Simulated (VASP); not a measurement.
# Nb (Fmmm) in VASP: single point with PBEsol

Aim: the single point of Nb with PBEsol.

All numbers are computed with VASP 6.6.1; they aren't measurements. Logs are shortened: lines on timing, memory, paths and dates and some standing lists are left out, and cuts for length are marked.

## 1. The cell of the first run

The structure is orthorhombic, space group Fmmm (No. 69). The conventional cell has a = 3.328 Å, b = 4.677 Å, c = 4.736 Å, α = 90.00°, β = 90.00°, γ = 90.00°. Within 3.8 Å of Nb (site symmetry mmm) lie 14 Nb at 2.87 to 3.33 Å.

## 2. Single point, PBEsol (strain +0.0125 x Voigt [0, 0, 0, 1, 0, 0])

Contents of INCAR:

```
  ALGO = Fast
  EDIFF = 1E-6
  ENCUT = 520
  GGA = PS
  ISIF = 2
  ISMEAR = 0
  LASPH = True
  LCHARG = False
  LREAL = False
  LWAVE = False
  NBANDS = 12
  NELM = 60
  PREC = Accurate
  SIGMA = 0.15
```

Contents of KPOINTS:

```
k-points
0
Gamma
  20 20 20
```

Contents of POSCAR:

```
Nb
1.0
   -1.6639500000      1.6743496875      1.6743496875
    1.6639500000     -1.6535503125      1.6535503125
    1.6639500000      1.6535503125     -1.6535503125
Nb
1
Direct
    0.0000000000      0.0000000000      0.0000000000
```

Potentials or basis: VASP PAW PBE potentials, release 64 (Nb_sv).

The run is started by

```
$ cat potpaw_PBE.64/Nb_sv/POTCAR > POTCAR
$ mpirun -np 1 vasp_std > vasp.out
```

OUTCAR:

```text
EDIFF = 1E-6
   ENCUT = 520
   GGA = PS
   ISIF = 2
   ISMEAR = 0
   LASPH = True
   LREAL = False
   NELM = 60
   PREC = Accurate

 ion  position               nearest neighbor table
   1  0.000  0.000  0.000-

  LATTYP: Found a face centered orthorhombic cell.
 ALAT       =     3.3279000000
 B/A-ratio  =     1.4053747276
 C/A-ratio  =     1.4230523971

  Lattice vectors:

 A1 = (   0.0000000000,   3.3279000000,   0.0207993750)
 A2 = (   1.6639500000,   1.6743496875,   1.6743496875)
 A3 = (   1.6639500000,   1.6535503125,  -1.6535503125)

Analysis of symmetry for initial positions (statically):
=====================================================================
 Subroutine PRICEL returns:
 Original cell was already a primitive cell.

 Routine SETGRP: Setting up the symmetry group for a
 face centered orthorhombic supercell.

 Subroutine GETGRP returns: Found  8 space group operations
 (whereof  8 operations were pure point group operations)
 out of a pool of  8 trial point group operations.

The static configuration has the point symmetry D_2h.

Analysis of symmetry for dynamics (positions and initial velocities):
=====================================================================
 Subroutine PRICEL returns:
 Original cell was already a primitive cell.

 Routine SETGRP: Setting up the symmetry group for a
 face centered orthorhombic supercell.

 Subroutine GETGRP returns: Found  8 space group operations
 (whereof  8 operations were pure point group operations)
 out of a pool of  8 trial point group operations.

The dynamic configuration has the point symmetry D_2h.

 Subroutine INISYM returns: Found  8 space group operations
 (whereof  8 operations are pure point group operations),
 and found     1 'primitive' translations

----------------------------------------------------------------------------------------

                                     Primitive cell

  volume of cell :      18.4274

  direct lattice vectors                    reciprocal lattice vectors
    -1.663950000  1.674349687  1.674349687     0.000000000  0.298623402  0.298623402
     1.663950000 -1.653550312  1.653550312     0.300489798 -0.001878135  0.300501537
     1.663950000  1.653550312 -1.653550312     0.300489798  0.300501537 -0.001878135

  length of vectors
     2.894066923  2.870049978  2.870049978     0.422317265  0.424969199  0.424969199

  position of ions in fractional coordinates (direct lattice)
     0.000000000  0.000000000  0.000000000

  ion indices of the primitive-cell ions
   primitive index   ion index
                 1           1

----------------------------------------------------------------------------------------

 KPOINTS: k-points

Automatic generation of k-mesh.
 Grid dimensions read from file:
 generate k-points for:   20   20   20

 Generating k-lattice:

  Cartesian coordinates                     Fractional coordinates (reciprocal lattice)
     0.000000000  0.014931170  0.014931170     0.050000000  0.000000000  0.000000000
     0.015024490 -0.000093907  0.015025077     0.000000000  0.050000000  0.000000000
     0.015024490  0.015025077 -0.000093907     0.000000000 -0.000000000  0.050000000

  Length of vectors
     0.021115863  0.021248460  0.021248460

  Shift w.r.t. Gamma in fractional coordinates (k-lattice)
     0.000000000  0.000000000  0.000000000

 Subroutine IBZKPT returns following result:
 ===========================================

 Found   1166 irreducible k-points:

 Following reciprocal coordinates:
            Coordinates               Weight
  0.000000  0.000000  0.000000      1.000000
  0.050000  0.000000  0.000000      2.000000
  0.100000  0.000000  0.000000      2.000000
  0.150000  0.000000  0.000000      2.000000
  0.200000  0.000000  0.000000      2.000000
  0.250000  0.000000  0.000000      2.000000
[... 16 lines left out ...]
  0.050000  0.100000  0.000000      8.000000
  0.100000  0.100000  0.000000      8.000000
 [... further k-points ...]
   k-points           NKPTS =   1166   k-points in BZ     NKDIM =   1166   number of bands    NBANDS=     12
   number of dos      NEDOS =    301   number of ions     NIONS =      1
   total plane-waves  NPLWV =  13824
   dimension x,y,z NGX =    24 NGY =   24 NGZ =   24
   dimension x,y,z NGXF=    48 NGYF=   48 NGZF=   48
   ions per type =               1
   NGX,Y,Z   is equivalent  to a cutoff of  13.79, 13.90, 13.90 a.u.
   NGXF,Y,Z  is equivalent  to a cutoff of  27.57, 27.80, 27.80 a.u.
 SYSTEM =  unknown system
   PREC   = accura    normal or accurate (medium, high low for compatibility)
   ISTART =      0    job   : 0-new  1-cont  2-samecut
   ICHARG =      2    charge: 1-file 2-atom 10-const
   ISPIN  =      1    spin polarized calculation?
   LNONCOLLINEAR =      F non collinear calculations
   LSORBIT =      F    spin-orbit coupling
   LASPH  =      T    aspherical Exc in radial PAW
   ENCUT  =  520.0 eV  38.22 Ry    6.18 a.u.   5.38  5.34  5.34*2*pi/ulx,y,z
   NELM   =     60;   NELMIN=  2; NELMDL= -5     # of ELM steps
   EDIFF  = 0.1E-05   stopping-criterion for ELM
   LREAL  =      F    real-space projection
   EDIFFG = 0.1E-04   stopping-criterion for IOM
   NSW    =      0    number of steps for IOM
   IBRION =     -1    ionic relax: 0-MD 1-quasi-New 2-CG
   NFREE  =      0    steps in history (QN), initial steepest desc. (CG)
   ISIF   =      2    stress and relaxation
   ISYM   =      2    0-nonsym 1-usesym 2-fastsym
   POTIM  = 0.5000    time-step for ionic-motion
   TEBEG  =    0.0;   TEEND  =   0.0 temperature during run
   PSTRESS=    0.0 pullay stress
   NELECT =      13.0000    total number of electrons
   NUPDOWN=      -1.0000    fix difference up-down
   EMIN   =  10.00;   EMAX   =-10.00  energy-range for DOS
   EFERMI =   0.00;   METHOD = LEGACY
   ISMEAR =     0;   SIGMA  =   0.15  broadening in eV -4-tet -1-fermi 0-gaus
   EFERMI_NEDOS =   21; number of points for ismear=-14 and -15
   IALGO  =     68    algorithm
   IMIX   =      4    mixing-type and parameters
     AMIX     =   0.40;   BMIX     =  1.00
     AMIX_MAG =   1.60;   BMIX_MAG =  1.00
  volume/ion in A,a.u.               =      18.43       124.35
  Fermi-wavevector in a.u.,A,eV,Ry     =   1.457364  2.754018 28.897543  2.123909
  Thomas-Fermi vector in A             =   2.574174
   LORBIT       =      0    0 simple, 1 ext, 2 COOP (PROOUT), +10 PAW based schemes
   GGA     = PS    functional components
   LHFCALC =     F    Hartree Fock is set to
   AEXX    =    0.0000 exact exchange contribution
   IVDW    =     0    specifies the selected vdW correction
   LEPSILON=     F    determine dielectric tensor
   LRPA    =     F    only Hartree local field effects (RPA)
 non-spin polarized calculation
 RMM-DIIS sequential band-by-band and
 Gauss-broadening in eV      SIGMA  =   0.15
  energy-cutoff  :      520.00
  volume of cell :       18.43
 maximum number of plane-waves:       523
 NGX is ok and might be reduce to    24
   NGX = 11   NGY = 11   NGZ = 11

 number of electron      12.9999999 magnetization

 Free energy of the ion-electron system (eV)
  ---------------------------------------------------
  ext. energy  EPLUGINS =         0.00000000
  ---------------------------------------------------
  free energy    TOTEN  =       -10.93461955 eV

  energy without entropy =      -10.91740783  energy(sigma->0) =      -10.92601369

 E-fermi :  10.7369     XC(G=0): -12.5112

 val. band max:       10.7367601268   @ k =   0.0000   0.1000   0.0500
 cond. band min:      10.7373135574   @ k =   0.3000   0.0000   0.0000
 fundamental gap:      0.0005534306
 Fermi energy:        10.7369316671

 k-point     1 :       0.0000    0.0000    0.0000
  band No.  band energies     occupation
      1     -43.5680      2.00000
      2     -18.9509      2.00000
      3     -18.9305      2.00000
      4     -18.9109      2.00000
      5       4.8004      2.00000
      6      11.0134      0.00915
      7      11.0984      0.00065
      8      11.1918      0.00002
      9      13.9376      0.00000
     10      13.9423      0.00000
     11      24.7775      0.00000
     12      24.8826      0.00000

 k-point     2 :       0.0500    0.0000    0.0000
  band No.  band energies     occupation
      1     -43.5628      2.00000
      2     -18.9837      2.00000
      3     -18.9402      2.00000
      4     -18.9113      2.00000
      5       4.9008      2.00000
      6      10.9534      0.04128
      7      11.0780      0.00130
      8      11.2862      0.00000
      9      13.8554      0.00000
     10      13.9408      0.00000
     11      25.0098      0.00000
     12      25.0517      0.00000

 k-point     3 :       0.1000    0.0000    0.0000
  band No.  band energies     occupation
      1     -43.5477      2.00000
      2     -19.0781      2.00000
      3     -18.9683      2.00000
      4     -18.9124      2.00000
      5       5.1915      2.00000
      6      10.7847      0.65256
      7      11.0036      0.01192
      8      11.5662      0.00000
      9      13.6582      0.00000
     10      13.9531      0.00000
     11      25.2543      0.00000
     12      25.5588      0.00000

 k-point     4 :       0.1500    0.0000    0.0000
  band No.  band energies     occupation
      1     -43.5240      2.00000
      2     -19.2231      2.00000
      3     -19.0118      2.00000
      4     -18.9141      2.00000
      5       5.6396      2.00000
      6      10.5365      1.94122
      7      10.8566      0.25923
      8      12.0233      0.00000
      9      13.4869      0.00000
     10      13.9835      0.00000
     11      25.4471      0.00000
     12      26.3528      0.00000

 k-point     5 :       0.2000    0.0000    0.0000
  band No.  band energies     occupation
      1     -43.4940      2.00000
      2     -19.4022      2.00000
      3     -19.0661      2.00000
      4     -18.9163      2.00000
      5       6.1810      2.00000
      6      10.2455      2.00000
      7      10.6700      1.47198
      8      12.6422      0.00000
      9      13.4405      0.00000
     10      14.0419      0.00000
     11      25.4163      0.00000
     12      26.6283      0.00000
[... 228 lines left out ...]
      1     -43.3506      2.00000
      2     -20.1795      2.00000
      3     -19.3214      2.00000
      4     -18.9403      2.00000
      5       7.1656      2.00000
      6       9.1371      2.00000
      7      12.5125      0.00000
      8      13.9882      0.00000
      9      14.8117      0.00000
     10      16.9607      0.00000
     11      22.2542      0.00000
     12      22.5552      0.00000

 k-point    22 :       0.0000    0.1000    0.0000
  band No.  band energies     occupation
      1     -43.5468      2.00000
      2     -19.0625      2.00000
      3     -18.9743      2.00000
      4     -18.9268      2.00000
      5       5.1963      2.00000
      6      10.8477      0.29623
      7      11.0399      0.00428
      8      11.4907      0.00000
      9      13.6153      0.00000
     10      13.9453      0.00000
     11      25.1619      0.00000
     12      25.5627      0.00000

 k-point    23 :       0.0500    0.1000    0.0000
  band No.  band energies     occupation
      1     -43.5324      2.00000
      2     -19.1582      2.00000
      3     -18.9867      2.00000
      4     -18.9353      2.00000
      5       5.4729      2.00000
      6      10.7134      1.17574
      7      10.8771      0.18631
      8      11.8290      0.00000
      9      13.4500      0.00000
     10      14.0008      0.00000
     11      25.4139      0.00000
     12      25.9895      0.00000

 k-point    24 :       0.1000    0.1000    0.0000
  band No.  band energies     occupation
      1     -43.5098      2.00000
      2     -19.2937      2.00000
      3     -19.0180      2.00000
      4     -18.9480      2.00000
      5       5.9036      2.00000
      6      10.5190      1.96009
      7      10.6459      1.60944
      8      12.3400      0.00000
      9      13.2700      0.00000
     10      14.1102      0.00000
     11      25.7737      0.00000
     12      26.3600      0.00000

 [... further k-points ...]

------------------------ aborting loop because EDIFF is reached ----------------------------------------

  FORCE on cell =-STRESS in cart. coord.  units (eV):
  Direction    XX          YY          ZZ          XY          YZ          ZX
  --------------------------------------------------------------------------------------
  -------------------------------------------------------------------------------------
  Total       -1.0083141     -1.0083508     -1.0083508      0.0000000     -0.0190617      0.0000000
  in kB      -87.6682998    -87.6714931    -87.6714931      0.0000000     -1.6573267      0.0000000
  external PRESSURE =     -87.6704287 kB  Pullay stress =       0.0000000 kB

 VOLUME and BASIS-vectors are now :
 -----------------------------------------------------------------------------
  energy-cutoff  :      520.00
  volume of cell :       18.43
      direct lattice vectors                 reciprocal lattice vectors
    -1.663950000  1.674349687  1.674349687     0.000000000  0.298623402  0.298623402
     1.663950000 -1.653550312  1.653550312     0.300489798 -0.001878135  0.300501537
     1.663950000  1.653550312 -1.653550312     0.300489798  0.300501537 -0.001878135

 POSITION                                       TOTAL-FORCE (eV/Angst)
 -----------------------------------------------------------------------------------
      0.00000      0.00000      0.00000         0.000000      0.000000      0.000000
 -----------------------------------------------------------------------------------
    total drift:                               -0.000000      0.000000     -0.000000

  FREE ENERGIE OF THE ION-ELECTRON SYSTEM (eV)
  ---------------------------------------------------
  free  energy   TOTEN  =       -10.9346195531 eV

  energy  without entropy=      -10.9174078279  energy(sigma->0) =      -10.92601369
```

Run time: 11 min. Hardware: 1 thread of AMD EPYC 7R13, shared host; peak memory 0.33 GiB.

What came out:

```yaml
Free_energy: -10.9346 eV
Pressure: -8.8 GPa
Band_gap_on_the_k_mesh: zero (an odd number of electrons rules out a gap without spin polarisation)
```

Stress tensor (GPa, compression positive):
```
-8.77  0.00  0.00
 0.00 -8.77 -0.17
 0.00 -0.17 -8.77
```

Caveat: the cell differs from its parent crystal (strain +0.0125 x Voigt [0, 0, 0, 1, 0, 0]); the cell stands under tension; the PAW data sets were made with another functional, which shifts forces and pressure a little.
